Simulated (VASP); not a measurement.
# Hf (P6/mmm) in VASP: further runs

Hf is run at these levels: PBE; tasks: relaxation of shape and atoms at fixed volume, relaxation of cell and atoms.

Everything below comes from runs of VASP 6.6.1. Logs are shortened: lines on timing, memory, paths and dates and some standing lists are left out, and cuts for length are marked.

### 1 The cell of the first run

It takes space group P6/mmm (No. 191, hexagonal). The conventional cell has a = 4.707 Å, b = 4.707 Å, c = 2.930 Å, α = 90.00°, β = 90.00°, γ = 120.00°. Hf (site symmetry -6m2) has 11 Hf at 2.72 to 3.09 Å within 3.6 Å. Within 3.9 Å of Hf (site symmetry 6/mmm) lie 14 Hf at 2.93 to 3.09 Å.

This isn't the form of Hf at room conditions, which is hcp.

### 2 Relaxation of shape and atoms at fixed volume, PBE (18.74 Å³/atom)

File INCAR:

```
  PREC = Accurate
  ENCUT = 600
  EDIFF = 1E-6
  ISMEAR = 0
  SIGMA = 0.05
  LREAL = F
  LASPH = T
  NELM = 80
  ALGO = Fast
  ISIF = 4
  LWAVE = F
  LCHARG = F
  GGA = PE
  IBRION = 2
  NSW = 60
  EDIFFG = -0.01
```

File KPOINTS:

```
regular mesh
0
Gamma
  10 10 14
```

File POSCAR:

```
Hf
1.0
    4.7068812605      0.0000000000      0.0000000000
   -2.3534406302      4.0762787442      0.0000000000
    0.0000000000      0.0000000000      2.9296905440
Hf
3
Direct
    0.6666666667      0.3333333333      0.5000000000
    0.3333333333      0.6666666667      0.5000000000
    0.0000000000      0.0000000000      0.0000000000
```

Potentials or basis: VASP PAW PBE potentials, release 64 (Hf_pv).

Started as:

```bash
$ cat potpaw_PBE.64/Hf_pv/POTCAR > POTCAR
$ mpirun -np 1 vasp_std > vasp.out
```

OUTCAR:

```text
PREC = Accurate
   ENCUT = 600
   EDIFF = 1E-6
   ISMEAR = 0
   LREAL = F
   LASPH = T
   NELM = 80
   ISIF = 4
   GGA = PE
   IBRION = 2
   NSW = 60
   EDIFFG = -0.01

 ion  position               nearest neighbor table
   1  0.667  0.333  0.500-   2 2.72   2 2.72   2 2.72   3 3.09   3 3.09   3 3.09   3 3.09   3 3.09
                             3 3.09
   2  0.333  0.667  0.500-   1 2.72   1 2.72   1 2.72   3 3.09   3 3.09   3 3.09   3 3.09   3 3.09
                             3 3.09
   3  0.000  0.000  0.000-   1 3.09   2 3.09   1 3.09   2 3.09   2 3.09   2 3.09   1 3.09   1 3.09
                             1 3.09   1 3.09   2 3.09   2 3.09

  LATTYP: Found a hexagonal cell.
 ALAT       =     4.7068812605
 C/A-ratio  =     0.6224271193

  Lattice vectors:

 A1 = (   4.7068812605,   0.0000000000,   0.0000000000)
 A2 = (  -2.3534406302,   4.0762787442,   0.0000000000)
 A3 = (   0.0000000000,   0.0000000000,   2.9296905440)

Analysis of symmetry for initial positions (statically):
=====================================================================
 Subroutine PRICEL returns:
 Original cell was already a primitive cell.

 Routine SETGRP: Setting up the symmetry group for a
 hexagonal supercell.

 Subroutine GETGRP returns: Found 24 space group operations
 (whereof 24 operations were pure point group operations)
 out of a pool of 24 trial point group operations.

The static configuration has the point symmetry D_6h.

Analysis of symmetry for dynamics (positions and initial velocities):
=====================================================================
 Subroutine PRICEL returns:
 Original cell was already a primitive cell.

 Routine SETGRP: Setting up the symmetry group for a
 hexagonal supercell.

 Subroutine GETGRP returns: Found 24 space group operations
 (whereof 24 operations were pure point group operations)
 out of a pool of 24 trial point group operations.

The dynamic configuration has the point symmetry D_6h.

 Subroutine INISYM returns: Found 24 space group operations
 (whereof 24 operations are pure point group operations),
 and found     1 'primitive' translations

----------------------------------------------------------------------------------------

                                     Primitive cell

  volume of cell :      56.2107

  direct lattice vectors                    reciprocal lattice vectors
     4.706881261  0.000000000  0.000000000     0.212454903  0.122660895  0.000000000
    -2.353440630  4.076278744  0.000000000     0.000000000  0.245321790  0.000000000
     0.000000000  0.000000000  2.929690544     0.000000000  0.000000000  0.341332979

  length of vectors
     4.706881261  4.706881260  2.929690544     0.245321790  0.245321790  0.341332979

  position of ions in fractional coordinates (direct lattice)
     0.666666667  0.333333333  0.500000000
     0.333333333  0.666666667  0.500000000
     0.000000000  0.000000000  0.000000000

  ion indices of the primitive-cell ions
   primitive index   ion index
                 1           1
                 2           2
                 3           3

----------------------------------------------------------------------------------------

 KPOINTS: regular mesh

Automatic generation of k-mesh.
 Grid dimensions read from file:
 generate k-points for:   10   10   14

 Generating k-lattice:

  Cartesian coordinates                     Fractional coordinates (reciprocal lattice)
     0.021245490  0.012266090  0.000000000     0.100000000 -0.000000000  0.000000000
     0.000000000  0.024532179  0.000000000     0.000000000  0.100000000  0.000000000
     0.000000000  0.000000000  0.024380927     0.000000000  0.000000000  0.071428571

  Length of vectors
     0.024532179  0.024532179  0.024380927

  Shift w.r.t. Gamma in fractional coordinates (k-lattice)
     0.000000000  0.000000000  0.000000000

 Subroutine IBZKPT returns following result:
 ===========================================

 Found    112 irreducible k-points:

 Following reciprocal coordinates:
            Coordinates               Weight
  0.000000  0.000000  0.000000      1.000000
  0.100000 -0.000000  0.000000      6.000000
  0.200000 -0.000000  0.000000      6.000000
  0.300000  0.000000  0.000000      6.000000
  0.400000  0.000000  0.000000      6.000000
  0.500000 -0.000000  0.000000      3.000000
[... 16 lines left out ...]
  0.300000  0.100000  0.071429     24.000000
  0.400000  0.100000  0.071429     24.000000
 [... further k-points ...]
   k-points           NKPTS =    112   k-points in BZ     NKDIM =    112   number of bands    NBANDS=     19
   number of dos      NEDOS =    301   number of ions     NIONS =      3
   total plane-waves  NPLWV =  38400
   dimension x,y,z NGX =    40 NGY =   40 NGZ =   24
   dimension x,y,z NGXF=    80 NGYF=   80 NGZF=   48
   ions per type =               3
   NGX,Y,Z   is equivalent  to a cutoff of  14.13, 14.13, 13.62 a.u.
   NGXF,Y,Z  is equivalent  to a cutoff of  28.26, 28.26, 27.24 a.u.
 SYSTEM =  unknown system
   PREC   = accura    normal or accurate (medium, high low for compatibility)
   ISTART =      0    job   : 0-new  1-cont  2-samecut
   ICHARG =      2    charge: 1-file 2-atom 10-const
   ISPIN  =      1    spin polarized calculation?
   LNONCOLLINEAR =      F non collinear calculations
   LSORBIT =      F    spin-orbit coupling
   LASPH  =      T    aspherical Exc in radial PAW
   ENCUT  =  600.0 eV  44.10 Ry    6.64 a.u.   9.40  9.40  5.85*2*pi/ulx,y,z
   NELM   =     80;   NELMIN=  2; NELMDL= -5     # of ELM steps
   EDIFF  = 0.1E-05   stopping-criterion for ELM
   LREAL  =      F    real-space projection
   EDIFFG = -.1E-01   stopping-criterion for IOM
   NSW    =     60    number of steps for IOM
   IBRION =      2    ionic relax: 0-MD 1-quasi-New 2-CG
   NFREE  =      1    steps in history (QN), initial steepest desc. (CG)
   ISIF   =      4    stress and relaxation
   ISYM   =      2    0-nonsym 1-usesym 2-fastsym
   POTIM  = 0.5000    time-step for ionic-motion
   TEBEG  =    0.0;   TEEND  =   0.0 temperature during run
   PSTRESS=    0.0 pullay stress
   NELECT =      30.0000    total number of electrons
   NUPDOWN=      -1.0000    fix difference up-down
   EMIN   =  10.00;   EMAX   =-10.00  energy-range for DOS
   EFERMI =   0.00;   METHOD = LEGACY
   ISMEAR =     0;   SIGMA  =   0.05  broadening in eV -4-tet -1-fermi 0-gaus
   EFERMI_NEDOS =   21; number of points for ismear=-14 and -15
   IALGO  =     68    algorithm
   IMIX   =      4    mixing-type and parameters
     AMIX     =   0.40;   BMIX     =  1.00
     AMIX_MAG =   1.60;   BMIX_MAG =  1.00
  volume/ion in A,a.u.               =      18.74       126.44
  Fermi-wavevector in a.u.,A,eV,Ry     =   1.327931  2.509426 23.992537  1.763402
  Thomas-Fermi vector in A             =   2.457207
   LORBIT       =      0    0 simple, 1 ext, 2 COOP (PROOUT), +10 PAW based schemes
   GGA     = PE    functional components
   LHFCALC =     F    Hartree Fock is set to
   AEXX    =    0.0000 exact exchange contribution
   IVDW    =     0    specifies the selected vdW correction
   LEPSILON=     F    determine dielectric tensor
   LRPA    =     F    only Hartree local field effects (RPA)
 conjugate gradient relaxation of ions
 non-spin polarized calculation
 RMM-DIIS sequential band-by-band and
 Gauss-broadening in eV      SIGMA  =   0.05
  energy-cutoff  :      600.00
  volume of cell :       56.21
 maximum number of plane-waves:      1900
 NGX is ok and might be reduce to    40
   NGX = 19   NGY = 19   NGZ = 11

--------------------------------------- Ionic step        1  -------------------------------------------

 number of electron      30.0000003 magnetization

 Free energy of the ion-electron system (eV)
  ---------------------------------------------------
  ext. energy  EPLUGINS =         0.00000000
  ---------------------------------------------------
  free energy    TOTEN  =       -28.92192077 eV

  energy without entropy =      -28.91766953  energy(sigma->0) =      -28.91979515

------------------------ aborting loop because EDIFF is reached ----------------------------------------

  FORCE on cell =-STRESS in cart. coord.  units (eV):
  Direction    XX          YY          ZZ          XY          YZ          ZX
  --------------------------------------------------------------------------------------
  -------------------------------------------------------------------------------------
  Total        8.7157448      8.7157448      8.8907522      0.0000000      0.0000000      0.0000000
  in kB      248.4255283    248.4255283    253.4137765      0.0000000      0.0000000      0.0000000
  external PRESSURE =     250.0882777 kB  Pullay stress =       0.0000000 kB

 VOLUME and BASIS-vectors are now :
 -----------------------------------------------------------------------------
  energy-cutoff  :      600.00
  volume of cell :       56.21
      direct lattice vectors                 reciprocal lattice vectors
     4.706881261  0.000000000  0.000000000     0.212454903  0.122660895  0.000000000
    -2.353440630  4.076278744  0.000000000     0.000000000  0.245321790  0.000000000
     0.000000000  0.000000000  2.929690544     0.000000000  0.000000000  0.341332979
[... 38 lines left out ...]
 POSITION                                       TOTAL-FORCE (eV/Angst)
 -----------------------------------------------------------------------------------
      2.35123      1.35749      1.46759         0.000000     -0.000000     -0.000000
     -0.00000      2.71497      1.46759         0.000000      0.000000      0.000000
      4.70247      0.00000      0.00000         0.000000     -0.000000      0.000000
 -----------------------------------------------------------------------------------
    total drift:                                0.000000     -0.000000      0.000000

  FREE ENERGIE OF THE ION-ELECTRON SYSTEM (eV)
  ---------------------------------------------------
  free  energy   TOTEN  =       -28.9220116819 eV

  energy  without entropy=      -28.9177570029  energy(sigma->0) =      -28.91988434

--------------------------------------- Ionic step        3  -------------------------------------------

 number of electron      30.0000003 magnetization

 Free energy of the ion-electron system (eV)
  ---------------------------------------------------
  ext. energy  EPLUGINS =         0.00000000
  ---------------------------------------------------
  free energy    TOTEN  =       -28.92203423 eV

  energy without entropy =      -28.91777659  energy(sigma->0) =      -28.91990541

 E-fermi :   6.0484     XC(G=0): -12.1167

 val. band max:        6.0460433046   @ k =   0.3000   0.2000   0.4286
 cond. band min:       6.0489316219   @ k =   0.4000   0.2000   0.1429
 fundamental gap:      0.0028883172
 Fermi energy:         6.0484245506

 k-point     1 :       0.0000    0.0000    0.0000
  band No.  band energies     occupation
      1     -24.5498      2.00000
      2     -24.5498      2.00000
      3     -24.4071      2.00000
      4     -24.4071      2.00000
      5     -23.8009      2.00000
      6     -23.4520      2.00000
[... 11 lines left out ...]
     18       8.4084      0.00000
     19       8.4084      0.00000
[... 485 lines left out ...]
 k-point    24 :       0.4000    0.1000    0.0714
  band No.  band energies     occupation
      1     -24.8823      2.00000
      2     -24.4480      2.00000
      3     -24.2662      2.00000
      4     -23.9155      2.00000
      5     -23.7134      2.00000
      6     -23.6541      2.00000
[... 11 lines left out ...]
     18       7.3479      0.00000
     19       7.9150      0.00000

 [... further k-points ...]
[... 5 lines left out ...]
  --------------------------------------------------------------------------------------
  -------------------------------------------------------------------------------------
  Total        8.7741961      8.7741961      8.7663153      0.0000000      0.0000000     -0.0000000
  in kB      250.0915698    250.0915698    249.8669415      0.0000000      0.0000000     -0.0000000
  external PRESSURE =     250.0166937 kB  Pullay stress =       0.0000000 kB

 VOLUME and BASIS-vectors are now :
 -----------------------------------------------------------------------------
  energy-cutoff  :      600.00
  volume of cell :       56.21
      direct lattice vectors                 reciprocal lattice vectors
     4.703824098  0.000000000  0.000000000     0.212592984  0.122740616 -0.000000000
    -2.351912049  4.073631164 -0.000000000    -0.000000000  0.245481233 -0.000000000
     0.000000000  0.000000000  2.933499976    -0.000000000  0.000000000  0.340889725

 POSITION                                       TOTAL-FORCE (eV/Angst)
 -----------------------------------------------------------------------------------
      2.35191      1.35788      1.46675         0.000000      0.000000      0.000000
     -0.00000      2.71575      1.46675        -0.000000     -0.000000     -0.000000
     -2.35191      4.07363     -0.00000        -0.000000     -0.000000     -0.000000
 -----------------------------------------------------------------------------------
    total drift:                                0.000000     -0.000000      0.000000

  FREE ENERGIE OF THE ION-ELECTRON SYSTEM (eV)
  ---------------------------------------------------
  free  energy   TOTEN  =       -28.9220342256 eV

  energy  without entropy=      -28.9177765903  energy(sigma->0) =      -28.91990541

 reached required accuracy - stopping structural energy minimisation
```

It took 5.7 min on 1 thread of Intel Xeon 8259CL, shared host; peak memory 0.28 GiB.

Results:

| Quantity | Value |
| --- | --- |
| Free energy | -28.9220 eV |
| Energy gained by relaxing | 0.0 meV/atom |
| Ionic steps | 3 |
| Pressure after relaxing | 25.0 GPa |
| Band gap on the k mesh | zero (bands 15 and 16 overlap by 1.05 eV) |

The path:
```csv
step,energy change (eV),largest force (eV/Å),pressure (GPa),volume (Å³)
1,0.0000,0.0000,25.01,56.21
2,-0.0001,0.0000,25.00,56.21
3,-0.0001,0.0000,25.00,56.21
```

Final structure:
```
Hf
1.0
     4.70382    0.00000    0.00000
    -2.35191    4.07363    0.00000
     0.00000    0.00000    2.93350
Hf
3
Cartesian
  2.3519 1.3579 1.4667
  0.0000 2.7158 1.4667
  -2.3519 4.0736 0.0000
```

Caveat: spin-orbit coupling is left out, which moves the levels of the heavy elements.

### 3 Relaxation of cell and atoms, PBE

This run uses another cell than the first one, of 21.94 Å³/atom.

File INCAR:

```
ALGO     = Fast           # electronic algorithm
EDIFF    = 1E-6           # SCF threshold, eV
EDIFFG   = -0.01          # ionic threshold
ENCUT    = 600            # plane-wave cutoff, eV
GGA      = PE             # functional
IBRION   = 2              # ionic algorithm
ISIF     = 3              # what is computed and relaxed
ISMEAR   = 0              # smearing method
LASPH    = True           # aspherical terms in the spheres
LCHARG   = False          # write CHGCAR
LREAL    = False          # projectors in reciprocal space
LWAVE    = False          # write WAVECAR
NELM     = 60             # most SCF steps
NSW      = 80             # ionic steps
PREC     = Accurate       # precision mode
SIGMA    = 0.05           # smearing width, eV
```

File KPOINTS:

```
k-points
0
Gamma
  10 10 12
```

File POSCAR:

```
Hf
1.0
    4.9623295440      0.0000000000      0.0000000000
   -2.4811647720      4.2975034470      0.0000000000
    0.0000000000      0.0000000000      3.0862322500
Hf
3
Direct
    0.6666666700      0.3333333300      0.5000000000
    0.3333333300      0.6666666700      0.5000000000
    0.0000000000      0.0000000000      0.0000000000
```

Potentials or basis: VASP PAW PBE potentials, release 64 (Hf_pv).

Started as:

```bash
$ cat potpaw_PBE.64/Hf_pv/POTCAR > POTCAR
$ mpirun -np 1 vasp_std > vasp.out
```

Wall time 13 min (1 thread of Intel Xeon 8259CL, shared host); peak memory 0.3 GiB.

The run converged. Its results:

```
Free energy                           : -29.6459 eV
Relaxed volume                        : 22.21 Å³/atom
Relaxed cell                          : a = 4.985 Å, b = 4.985 Å, c = 3.096 Å, α = 90.00°, β = 90.00°, γ = 120.00°
Space group after relaxing (to 0.1 Å) : P6/mmm (No. 191)
Energy gained by relaxing             : 1.2 meV/atom
Ionic steps                           : 6
Pressure after relaxing               : 0.0 GPa
Band gap on the k mesh                : zero (bands 15 and 16 overlap by 0.98 eV)
```

Step by step:
```csv
step,energy change (eV),largest force (eV/Å),pressure (GPa),volume (Å³)
1,0.0000,0.0000,1.40,65.82
2,0.0014,0.0000,-1.53,67.66
3,-0.0036,0.0000,0.08,66.65
4,-0.0036,0.0000,-0.05,66.70
5,-0.0036,0.0000,-0.05,66.68
6,-0.0037,0.0000,0.04,66.62
```

Final structure:
```cif
data_structure
_symmetry_space_group_name_H-M 'P 1'
_symmetry_Int_Tables_number 1
_cell_length_a 4.9847
_cell_length_b 4.9847
_cell_length_c 3.0961
_cell_angle_alpha 90.000
_cell_angle_beta 90.000
_cell_angle_gamma 120.000
_cell_volume 66.62
loop_
_atom_site_label
_atom_site_type_symbol
_atom_site_fract_x
_atom_site_fract_y
_atom_site_fract_z
_atom_site_occupancy
Hf1 Hf 0.66667 0.33333 0.50000 1
Hf2 Hf 0.33333 0.66667 0.50000 1
Hf3 Hf 0.00000 0.00000 0.00000 1
```

Levels at points of the mesh, in eV from the Fermi level:
| k point | band 12 | band 13 | band 14 | band 15 | band 16 | band 17 | band 18 | band 19 |
| --- | --- | --- | --- | --- | --- | --- | --- | --- |
| (0.00, 0.00, 0.00) | -0.63 | -0.63 | -0.61 | -0.60 | -0.60 | 1.12 | 2.15 | 2.15 |
| (0.50, 0.00, 0.00) | -3.50 | -0.43 | -0.38 | -0.32 | 0.21 | 0.88 | 1.05 | 1.61 |
| (0.00, 0.00, 0.50) | -2.47 | -2.18 | -1.85 | -1.85 | 1.40 | 1.40 | 2.02 | 2.02 |
| (0.50, 0.00, 0.50) | -1.96 | -1.36 | -0.74 | -0.69 | 0.49 | 0.62 | 1.12 | 1.66 |

Caveat: spin-orbit coupling is left out, which moves the levels of the heavy elements.

(Part 1 of 2 ends here.)
